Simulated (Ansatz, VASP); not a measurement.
# Two plane-wave programs on HfO2

File POSCAR:

```
HfO2
1.0
    4.7898993623      0.0000000000      0.0000000000
    0.0000000000      4.7898993623      0.0000000000
    0.0000000000      0.0000000000      3.1878099097
Hf O
2 4
Direct
    0.0000000000      0.0000000000      0.0000000000
    0.5000000000      0.5000000000      0.5000000000
    0.3044886252      0.3044886252      0.0000000000
    0.1955113748      0.8044886252      0.5000000000
    0.8044886252      0.1955113748      0.5000000000
    0.6955113748      0.6955113748      0.0000000000
```

Contents of INCAR.step1:

```
ALGO     = Normal         # electronic algorithm
EDIFF    = 1E-4           # SCF threshold, eV
ENCUT    = 520            # plane-wave cutoff, eV
GGA      = PE             # functional
GGA_COMPAT= F            
ISMEAR   = 0              # smearing method
KPAR     = 4            
LASPH    = T              # aspherical terms in the spheres
LCHARG   = F              # write CHGCAR
LMAXMIX  = 4              # l up to which the mixer works
LREAL    = F              # projectors in reciprocal space
LSORBIT  = T              # spin-orbit coupling
LWAVE    = T              # write WAVECAR
MAGMOM   = 0 0 0 0 0 0 0 0 0 0 0 0 0 0 0 0 0 0 # initial moments
NBANDS   = 60             # bands
NELM     = 150            # most SCF steps
PREC     = Accurate       # precision mode
SIGMA    = 0.01           # smearing width, eV
```

File INCAR.step2:

```
ALGO     = Normal         # electronic algorithm
EDIFF    = 1E-7           # SCF threshold, eV
ENCUT    = 520            # plane-wave cutoff, eV
GGA_COMPAT= F            
ISIF     = 2              # what is computed and relaxed
ISMEAR   = 0              # smearing method
ISTART   = 1            
KPAR     = 4            
LASPH    = T              # aspherical terms in the spheres
LCHARG   = F              # write CHGCAR
LMAXMIX  = 4              # l up to which the mixer works
LMIXTAU  = T            
LORBIT   = 11             # projections on sites
LORBMOM  = T            
LREAL    = F              # projectors in reciprocal space
LSORBIT  = T              # spin-orbit coupling
LWAVE    = F              # write WAVECAR
MAGMOM   = 0 0 0 0 0 0 0 0 0 0 0 0 0 0 0 0 0 0 # initial moments
METAGGA  = R2SCAN         # meta-GGA
NBANDS   = 60             # bands
NELM     = 150            # most SCF steps
PREC     = Accurate       # precision mode
SIGMA    = 0.01           # smearing width, eV
```

KPOINTS

```
k-points
0
Gamma
  6 6 8
```

Input for Ansatz:

```yaml
crystal:
  lattice:
    - [4.7898993623, 0.0, 0.0]
    - [0.0, 4.7898993623, 0.0]
    - [0.0, 0.0, 3.1878099097]
  atoms:
    - { symbol: Hf, position: [0.0, 0.0, 0.0] }
    - { symbol: Hf, position: [0.5, 0.5, 0.5] }
    - { symbol: O, position: [0.3044886252, 0.3044886252, 0.0] }
    - { symbol: O, position: [0.1955113748, 0.8044886252, 0.5] }
    - { symbol: O, position: [0.8044886252, 0.1955113748, 0.5] }
    - { symbol: O, position: [0.6955113748, 0.6955113748, 0.0] }
kpoints:
  mp_grid: { grid: [6, 6, 8] }
  band_path:
    path:
      - [0.0, 0.0, 0.0]
      - [0.0, 0.5, 0.0]
      - [0.5, 0.5, 0.0]
      - [0.0, 0.0, 0.5]
      - [0.0, 0.5, 0.5]
      - [0.5, 0.5, 0.5]
    npoints: 1
hamiltonian:
  xc: r2scan
scf:
  occupations: { method: fixed }
  n_extra_bands: 10
magnetization:
  noncollinear: true
  spin_orbit: true
output:
  forces: true
  stress: true
  eigenvalues: true
```

Change from the starting cell: hydrostatic strain -1.0%.

Alike in both runs: task single point; functional r2SCAN; k mesh 6 × 6 × 8; non-collinear spin, spin-orbit coupling.

|  | VASP | Ansatz |
| --- | --- | --- |
| version | VASP 6.6.1 | Ansatz 0.2.0 |
| potentials or method | VASP PAW PBE potentials, release 64 (Hf_pv, O) | plane waves, PAW |
| plane-wave cutoff (eV) | 520 | 500 |
| occupations | gaussian, width 0.01 eV | fixed |
| valence electrons in the cell | 44 | 76 |

VASP gave:

```
pressure (GPa)                                                : 4.3
traceless stress, the component that is largest in VASP (GPa) : 0.58
rms of the force components (eV/Å)                            : 0.024
```

Question: What did Ansatz give for the same quantities?

Answer: Pressure (GPa): 7.1; traceless stress, the component that is largest in VASP (GPa): 1.02; rms of the force components (eV/Å): 0.002.

VASP's potentials were made for PBE, not for r2SCAN. Atom by atom the forces differ by 0.023 eV/Å (rms over components). VASP's potentials hold 44 valence electrons a cell and Ansatz's 76, so a difference there can come from the potentials and not from the codes.
